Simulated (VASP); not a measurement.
# BN (P3m1) in VASP: single point with PBE

Aim: the single point of BN with PBE.

Everything below comes from runs of VASP 6.6.1. Logs are shortened: lines on timing, memory, paths and dates and some standing lists are left out, and cuts for length are marked.

## 1. The cell of the first run

It takes space group P3m1 (No. 156, trigonal). The conventional cell has a = 2.555 Å, b = 2.555 Å, c = 4.225 Å, α = 90.00°, β = 90.00°, γ = 120.00°. B (site symmetry 3m) has 4 N at 1.57 to 2.03 Å within 2.1 Å. B (site symmetry 3m) has 4 N at 1.48 to 1.58 Å within 2.0 Å. N (site symmetry 3m) has 4 B at 1.48 to 2.03 Å within 2.1 Å. Within 2.1 Å of N (site symmetry 3m) lie 4 B at 1.57 to 1.58 Å.

## 2. Single point, PBE

INCAR

```
SYSTEM = BN
ALGO = Normal ; EDIFF = 1E-6
ENCUT = 600 ; GGA = PE
GGA_COMPAT = .False. ; ISIF = 2
ISMEAR = 0 ; LASPH = .True.
LCHARG = .True. ; LELF = .True.
LREAL = .False. ; LVHAR = .True.
LWAVE = .False. ; NBANDS = 16
NELM = 120 ; PREC = Accurate
SIGMA = 0.05
```

KPOINTS

```
k-points
0
Gamma
  12 12 6
  0 0 0
```

POSCAR

```
BN
1.0
    2.5545800960      0.0000000000      0.0000000000
   -1.2772900480      2.2123312591      0.0000000000
    0.0000000000      0.0000000000      4.2245145352
B N
2 2
Direct
    0.6666666667      0.3333333333      0.9998058547
    0.3333333333      0.6666666667      0.4998058547
    0.6666666667      0.3333333333      0.5186730300
    0.3333333333      0.6666666667      0.1251941453
```

Potentials or basis: VASP PAW PBE potentials, release 64 (B, N).

Command:

```bash
> cat potpaw_PBE.64/B/POTCAR potpaw_PBE.64/N/POTCAR > POTCAR
> mpirun -np 1 vasp_std > vasp.out
```

OUTCAR:

```text
SYSTEM = BN
   EDIFF = 1E-6
   ENCUT = 600
   GGA = PE
   ISIF = 2
   ISMEAR = 0
   LASPH = .True.
   LREAL = .False.
   NELM = 120
   PREC = Accurate

 ion  position               nearest neighbor table
   1  0.667  0.333  1.000-   4 1.57   4 1.57   4 1.57
   2  0.333  0.667  0.500-   3 1.48   3 1.48   3 1.48   4 1.58
   3  0.667  0.333  0.519-   2 1.48   2 1.48   2 1.48
   4  0.333  0.667  0.125-   1 1.57   1 1.57   1 1.57   2 1.58

  LATTYP: Found a hexagonal cell.
 ALAT       =     2.5545800960
 C/A-ratio  =     1.6537021258

  Lattice vectors:

 A1 = (   2.5545800960,   0.0000000000,   0.0000000000)
 A2 = (  -1.2772900480,   2.2123312591,   0.0000000000)
 A3 = (   0.0000000000,   0.0000000000,   4.2245145352)

Analysis of symmetry for initial positions (statically):
=====================================================================
 Subroutine PRICEL returns:
 Original cell was already a primitive cell.

 Routine SETGRP: Setting up the symmetry group for a
 hexagonal supercell.

 Subroutine GETGRP returns: Found  6 space group operations
 (whereof  6 operations were pure point group operations)
 out of a pool of 24 trial point group operations.

The static configuration has the point symmetry C_3v.

Analysis of symmetry for dynamics (positions and initial velocities):
=====================================================================
 Subroutine PRICEL returns:
 Original cell was already a primitive cell.

 Routine SETGRP: Setting up the symmetry group for a
 hexagonal supercell.

 Subroutine GETGRP returns: Found  6 space group operations
 (whereof  6 operations were pure point group operations)
 out of a pool of 24 trial point group operations.

The dynamic configuration has the point symmetry C_3v.

 Subroutine INISYM returns: Found  6 space group operations
 (whereof  6 operations are pure point group operations),
 and found     1 'primitive' translations

----------------------------------------------------------------------------------------

                                     Primitive cell

  volume of cell :      23.8752

  direct lattice vectors                    reciprocal lattice vectors
     2.554580096  0.000000000  0.000000000     0.391453766  0.226005937  0.000000000
    -1.277290048  2.212331259  0.000000000     0.000000000  0.452011875  0.000000000
     0.000000000  0.000000000  4.224514535     0.000000000  0.000000000  0.236713590

  length of vectors
     2.554580096  2.554580096  4.224514535     0.452011875  0.452011875  0.236713590

  position of ions in fractional coordinates (direct lattice)
     0.666666667  0.333333333  0.999805855
     0.333333333  0.666666667  0.499805855
     0.666666667  0.333333333  0.518673030
     0.333333333  0.666666667  0.125194145

  ion indices of the primitive-cell ions
   primitive index   ion index
                 1           1
                 2           2
                 3           3
                 4           4

----------------------------------------------------------------------------------------

 KPOINTS: k-points

Automatic generation of k-mesh.
 Grid dimensions read from file:
 generate k-points for:   12   12    6

 Generating k-lattice:

  Cartesian coordinates                     Fractional coordinates (reciprocal lattice)
     0.032621147  0.018833828  0.000000000     0.083333333  0.000000000  0.000000000
     0.000000000  0.037667656  0.000000000     0.000000000  0.083333333  0.000000000
     0.000000000  0.000000000  0.039452265     0.000000000  0.000000000  0.166666667

  Length of vectors
     0.037667656  0.037667656  0.039452265

  Shift w.r.t. Gamma in fractional coordinates (k-lattice)
     0.000000000  0.000000000  0.000000000

 Subroutine IBZKPT returns following result:
 ===========================================

 Found    100 irreducible k-points:

 Following reciprocal coordinates:
            Coordinates               Weight
  0.000000  0.000000  0.000000      1.000000
  0.083333 -0.000000  0.000000      6.000000
  0.166667  0.000000  0.000000      6.000000
  0.250000  0.000000  0.000000      6.000000
  0.333333 -0.000000  0.000000      6.000000
  0.416667 -0.000000  0.000000      6.000000
[... 16 lines left out ...]
  0.166667  0.000000  0.166667      6.000000
  0.000000  0.166667  0.166667      6.000000
 [... further k-points ...]
   k-points           NKPTS =    100   k-points in BZ     NKDIM =    100   number of bands    NBANDS=     16
   number of dos      NEDOS =    301   number of ions     NIONS =      4
   total plane-waves  NPLWV =  14400
   dimension x,y,z NGX =    20 NGY =   20 NGZ =   36
   dimension x,y,z NGXF=    40 NGYF=   40 NGZF=   72
   ions per type =               2   2
   NGX,Y,Z   is equivalent  to a cutoff of  13.02, 13.02, 14.17 a.u.
   NGXF,Y,Z  is equivalent  to a cutoff of  26.03, 26.03, 28.33 a.u.
 SYSTEM =  BN
   PREC   = accura    normal or accurate (medium, high low for compatibility)
   ISTART =      0    job   : 0-new  1-cont  2-samecut
   ICHARG =      2    charge: 1-file 2-atom 10-const
   ISPIN  =      1    spin polarized calculation?
   LNONCOLLINEAR =      F non collinear calculations
   LSORBIT =      F    spin-orbit coupling
   LASPH  =      T    aspherical Exc in radial PAW
   ENCUT  =  600.0 eV  44.10 Ry    6.64 a.u.   5.10  5.10  8.44*2*pi/ulx,y,z
   NELM   =    120;   NELMIN=  2; NELMDL= -5     # of ELM steps
   EDIFF  = 0.1E-05   stopping-criterion for ELM
   LREAL  =      F    real-space projection
   EDIFFG = 0.1E-04   stopping-criterion for IOM
   NSW    =      0    number of steps for IOM
   IBRION =     -1    ionic relax: 0-MD 1-quasi-New 2-CG
   NFREE  =      0    steps in history (QN), initial steepest desc. (CG)
   ISIF   =      2    stress and relaxation
   ISYM   =      2    0-nonsym 1-usesym 2-fastsym
   POTIM  = 0.5000    time-step for ionic-motion
   TEBEG  =    0.0;   TEEND  =   0.0 temperature during run
   PSTRESS=    0.0 pullay stress
   NELECT =      16.0000    total number of electrons
   NUPDOWN=      -1.0000    fix difference up-down
   EMIN   =  10.00;   EMAX   =-10.00  energy-range for DOS
   EFERMI =   0.00;   METHOD = LEGACY
   ISMEAR =     0;   SIGMA  =   0.05  broadening in eV -4-tet -1-fermi 0-gaus
   EFERMI_NEDOS =   21; number of points for ismear=-14 and -15
   IALGO  =     38    algorithm
   IMIX   =      4    mixing-type and parameters
     AMIX     =   0.40;   BMIX     =  1.00
     AMIX_MAG =   1.60;   BMIX_MAG =  1.00
  volume/ion in A,a.u.               =       5.97        40.28
  Fermi-wavevector in a.u.,A,eV,Ry     =   1.432625  2.707270 27.924811  2.052416
  Thomas-Fermi vector in A             =   2.552232
   LORBIT       =      0    0 simple, 1 ext, 2 COOP (PROOUT), +10 PAW based schemes
   GGA     = PE    functional components
   LHFCALC =     F    Hartree Fock is set to
   AEXX    =    0.0000 exact exchange contribution
   IVDW    =     0    specifies the selected vdW correction
   LEPSILON=     F    determine dielectric tensor
   LRPA    =     F    only Hartree local field effects (RPA)
 non-spin polarized calculation
 Gauss-broadening in eV      SIGMA  =   0.05
  energy-cutoff  :      600.00
  volume of cell :       23.88
 maximum number of plane-waves:       807
   NGX = 11   NGY = 11   NGZ = 17

 number of electron      16.0000002 magnetization

 Free energy of the ion-electron system (eV)
  ---------------------------------------------------
  ext. energy  EPLUGINS =         0.00000000
  ---------------------------------------------------
  free energy    TOTEN  =       -32.10881491 eV

  energy without entropy =      -32.10881491  energy(sigma->0) =      -32.10881491

 E-fermi :   9.2272     XC(G=0): -12.7588

 val. band max:        8.8911356528   @ k =   0.0000   0.0000   0.0000
 cond. band min:      11.6607832173   @ k =   0.5000   0.0000   0.5000
 fundamental gap:      2.7696475645
 Fermi energy:         9.2272460803

 k-point     1 :       0.0000    0.0000    0.0000
  band No.  band energies     occupation
      1     -13.2828      2.00000
      2      -8.3769      2.00000
      3      -2.9628      2.00000
      4       4.4528      2.00000
      5       4.4528      2.00000
      6       7.0331      2.00000
[... 8 lines left out ...]
     15      18.8900      0.00000
     16      23.8272      0.00000

 k-point     2 :       0.0833   -0.0000    0.0000
  band No.  band energies     occupation
      1     -13.1340      2.00000
      2      -8.2718      2.00000
      3      -2.8014      2.00000
      4       3.7735      2.00000
      5       4.1734      2.00000
      6       6.4870      2.00000
[... 8 lines left out ...]
     15      19.3418      0.00000
     16      23.9576      0.00000

 k-point     3 :       0.1667    0.0000    0.0000
  band No.  band energies     occupation
      1     -12.6920      2.00000
      2      -7.9738      2.00000
      3      -2.3253      2.00000
      4       2.1787      2.00000
      5       3.5110      2.00000
      6       5.1342      2.00000
[... 8 lines left out ...]
     15      20.5530      0.00000
     16      24.3918      0.00000

 k-point     4 :       0.2500    0.0000    0.0000
  band No.  band energies     occupation
      1     -11.9729      2.00000
      2      -7.5531      2.00000
      3      -1.5732      2.00000
      4       0.3328      2.00000
      5       2.7640      2.00000
      6       3.4501      2.00000
[... 8 lines left out ...]
     15      22.3003      0.00000
     16      24.5004      0.00000

 k-point     5 :       0.3333   -0.0000    0.0000
  band No.  band energies     occupation
      1     -11.0149      2.00000
      2      -7.2040      2.00000
      3      -1.3499      2.00000
      4      -0.5475      2.00000
      5       1.8197      2.00000
      6       2.1332      2.00000
[... 8 lines left out ...]
     15      24.4116      0.00000
     16      24.5354      0.00000

 k-point     6 :       0.4167   -0.0000    0.0000
  band No.  band energies     occupation
      1      -9.9255      2.00000
      2      -7.3095      2.00000
      3      -2.1027      2.00000
      4      -0.2957      2.00000
      5       1.1757      2.00000
      6       1.7233      2.00000
[... 8 lines left out ...]
     15      25.0533      0.00000
     16      26.3930      0.00000
[... 267 lines left out ...]
 k-point    21 :       0.0833   -0.0000    0.1667
  band No.  band energies     occupation
      1     -13.0144      2.00000
      2      -8.7721      2.00000
      3      -1.9635      2.00000
      4       3.8313      2.00000
      5       4.2328      2.00000
      6       6.3366      2.00000
[... 8 lines left out ...]
     15      19.2589      0.00000
     16      24.1739      0.00000

 k-point    22 :       0.0000    0.0833    0.1667
  band No.  band energies     occupation
      1     -13.0144      2.00000
      2      -8.7717      2.00000
      3      -1.9655      2.00000
      4       3.8269      2.00000
      5       4.2344      2.00000
      6       6.3753      2.00000
[... 8 lines left out ...]
     15      19.0865      0.00000
     16      24.1708      0.00000

 k-point    23 :       0.1667    0.0000    0.1667
  band No.  band energies     occupation
      1     -12.5743      2.00000
      2      -8.4427      2.00000
      3      -1.5408      2.00000
      4       2.2575      2.00000
      5       3.5770      2.00000
      6       4.9031      2.00000
[... 8 lines left out ...]
     15      20.5903      0.00000
     16      24.6636      0.00000

 k-point    24 :       0.0000    0.1667    0.1667
  band No.  band energies     occupation
      1     -12.5748      2.00000
      2      -8.4395      2.00000
      3      -1.5616      2.00000
      4       2.2604      2.00000
      5       3.5782      2.00000
      6       4.9982      2.00000
[... 8 lines left out ...]
     15      20.2815      0.00000
     16      24.5176      0.00000

 [... further k-points ...]

------------------------ aborting loop because EDIFF is reached ----------------------------------------

  FORCE on cell =-STRESS in cart. coord.  units (eV):
  Direction    XX          YY          ZZ          XY          YZ          ZX
  --------------------------------------------------------------------------------------
  -------------------------------------------------------------------------------------
  Total        2.4677538      2.4677538      6.9116461     -0.0000000      0.0000000      0.0000000
  in kB      165.6021302    165.6021302    463.8158521     -0.0000000      0.0000000      0.0000000
  external PRESSURE =     265.0067041 kB  Pullay stress =       0.0000000 kB

 VOLUME and BASIS-vectors are now :
 -----------------------------------------------------------------------------
  energy-cutoff  :      600.00
  volume of cell :       23.88
      direct lattice vectors                 reciprocal lattice vectors
     2.554580096  0.000000000  0.000000000     0.391453766  0.226005937  0.000000000
    -1.277290048  2.212331259  0.000000000     0.000000000  0.452011875  0.000000000
     0.000000000  0.000000000  4.224514535     0.000000000  0.000000000  0.236713590

 POSITION                                       TOTAL-FORCE (eV/Angst)
 -----------------------------------------------------------------------------------
      1.27729      0.73744      4.22369         0.000000      0.000000      0.455007
     -0.00000      1.47489      2.11144        -0.000000     -0.000000     -3.736451
      1.27729      0.73744      2.19114         0.000000     -0.000000     10.521073
     -0.00000      1.47489      0.52888        -0.000000      0.000000     -7.239629
 -----------------------------------------------------------------------------------
    total drift:                               -0.000001      0.000000      0.000003

  FREE ENERGIE OF THE ION-ELECTRON SYSTEM (eV)
  ---------------------------------------------------
  free  energy   TOTEN  =       -32.1088149068 eV

  energy  without entropy=      -32.1088149068  energy(sigma->0) =      -32.10881491
```

Run time: 27 s. Hardware: 1 thread of Oxide Virtual Turin-like, shared host; peak memory 0.13 GiB.

What came out:

| Item | Value |
| --- | --- |
| Free energy | -32.1088 eV |
| Pressure | 26.5 GPa |
| Largest force | 10.521 eV/Å |
| Band gap on the k mesh | 2.77 eV (least direct gap 4.33 eV) |

Forces on the atoms (eV/Å):
```
B    0.000  0.000  0.455
B    0.000  0.000 -3.736
N    0.000  0.000 10.521
N    0.000  0.000 -7.240
```

Levels at points of the mesh, in eV from the valence-band top:
| k point | band 6 | band 7 | band 8 | band 9 | band 10 | band 11 |
| --- | --- | --- | --- | --- | --- | --- |
| (0.00, 0.00, 0.00) | -1.86 | -1.86 | 0.00 | 4.33 | 7.15 | 7.15 |
| (0.50, 0.00, 0.00) | -7.26 | -4.27 | -4.09 | 4.64 | 5.94 | 7.26 |
| (0.00, 0.00, 0.50) | -4.18 | -2.23 | -2.23 | 4.78 | 7.64 | 7.64 |
| (0.50, 0.00, 0.50) | -4.71 | -4.41 | -2.57 | 2.77 | 4.41 | 7.19 |

Caveat: the stress differs along the axes, from 17 to 46 GPa; forces of over 1 eV/Å act on the atoms, so gaps and moduli don't describe the material at rest.
